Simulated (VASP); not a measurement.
Write the native input for VASP 6.6.1 that does the following.

- Task: single point
- Functional: PBEsol
- Potentials or basis: VASP PAW PBE potentials, release 64 (Ti_sv)
- Cutoff: 520 eV
- k mesh: 18 × 18 × 6
- Occupations: gaussian, width 0.15 eV
- Spin: no spin polarisation
- Dipole correction: no
- Further INCAR settings: ALGO = Fast; EDIFF = 1e-06; NBANDS = 32

The structure of Ti lies in POSCAR:

```
Ti
1.0
    2.9001878206      0.0000000000      0.0000000000
   -1.4500939103      2.5116363284      0.0000000000
    0.0000000000      0.0000000000      9.1816218367
Ti
4
Direct
    0.2896809881      0.6666666667      0.1250000000
    0.3769856786      0.6666666667      0.6250000000
    0.6521158849      0.3333333333      0.3750000000
    0.6812174484      0.3333333333      0.8750000000
```

This cell differs from its parent crystal: atoms displaced along several vibrational modes.

One way to write it, as run:

INCAR

```
ALGO     = Fast           # electronic algorithm
EDIFF    = 1E-6           # SCF threshold, eV
ENCUT    = 520            # plane-wave cutoff, eV
GGA      = PS             # functional
ISIF     = 2              # what is computed and relaxed
ISMEAR   = 0              # smearing method
LASPH    = T              # aspherical terms in the spheres
LCHARG   = F              # write CHGCAR
LREAL    = F              # projectors in reciprocal space
LWAVE    = F              # write WAVECAR
NBANDS   = 32             # bands
NELM     = 100            # most SCF steps
PREC     = Accurate       # precision mode
SIGMA    = 0.15           # smearing width, eV
```

KPOINTS

```
k-points
0
Gamma
  18 18 6
```

Potentials or basis: VASP PAW PBE potentials, release 64 (Ti_sv).

The run is started by

```bash
$ cat potpaw_PBE.64/Ti_sv/POTCAR > POTCAR
$ mpirun -np 1 vasp_std > vasp.out
```

Results of the run:

```yaml
Pressure: -0.4 GPa
Largest_force: 0.179 eV/Å
Band_gap_on_the_k_mesh: zero (bands 24 and 25 overlap by 1.06 eV)
```

Caveat: the cell differs from its parent crystal (atoms displaced along several vibrational modes); the PAW data sets were made with another functional, which shifts forces and pressure a little.

It took 32 min on 1 thread of Intel(R) Xeon(R) 6975P-C (Granite Rapids), on a shared host, peak memory 0.82 GiB.
